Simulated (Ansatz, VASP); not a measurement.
SnO2: VASP beside Ansatz

```
CELL_PARAMETERS angstrom
-4.76844 4.76844 0.00000
-4.76844 -4.76844 0.00000
4.76844 0.00000 6.42479
ATOMIC_POSITIONS crystal
Sn 0.62407 0.12321 0.25034
Sn 0.87420 0.37315 0.75035
Sn 0.12432 0.62334 0.25036
Sn 0.37429 0.87324 0.75038
Sn 0.49917 0.49819 0.00034
Sn 0.74946 0.74818 0.50032
Sn 0.99898 0.99825 0.00035
Sn 0.24912 0.24831 0.50035
O 0.93034 0.12340 0.25043
O 0.18052 0.37308 0.75040
O 0.43059 0.62324 0.25041
O 0.68048 0.87319 0.75025
O 0.31773 0.12335 0.25030
O 0.56792 0.37334 0.75033
O 0.81791 0.62333 0.25024
O 0.06803 0.87343 0.75045
O 0.49939 0.19198 0.00039
O 0.74899 0.44189 0.50032
O 0.99940 0.69196 0.00034
O 0.24921 0.94200 0.50033
O 0.49922 0.80448 0.00033
O 0.74911 0.05448 0.50029
O 0.99911 0.30454 0.00036
O 0.24881 0.55457 0.50036
```

Alike in both runs: functional PBEsol; k mesh 3 × 3 × 3; occupations gaussian, width 0.02 eV; no spin polarisation.

Ansatz relaxed the structure, and its values are those at the end. VASP's run is a single point on that final structure, the one shown.

```csv
,VASP,Ansatz
version,VASP 6.6.1,Ansatz 0.2.0
potentials or method,"VASP PAW PBE potentials, release 64 (Sn_d, O), cutoff 520 eV","scalar-relativistic, plane waves, PAW"
valence electrons in the cell,208,208
```

|  | VASP | Ansatz | Ansatz less VASP |
| --- | --- | --- | --- |
| gap on the k mesh at the Fermi level (eV) | 0.91 | 0.92 | +0.006 |
| least direct gap on the mesh (eV) | 0.91 | 0.92 | +0.006 |
| rms of the force components (eV/Å) | 0.009 | 0.004 | -0.0055 |

VASP's potentials were made for PBE, not for PBEsol. With one functional, cell and mesh, what is left measures potentials, basis and numerics.
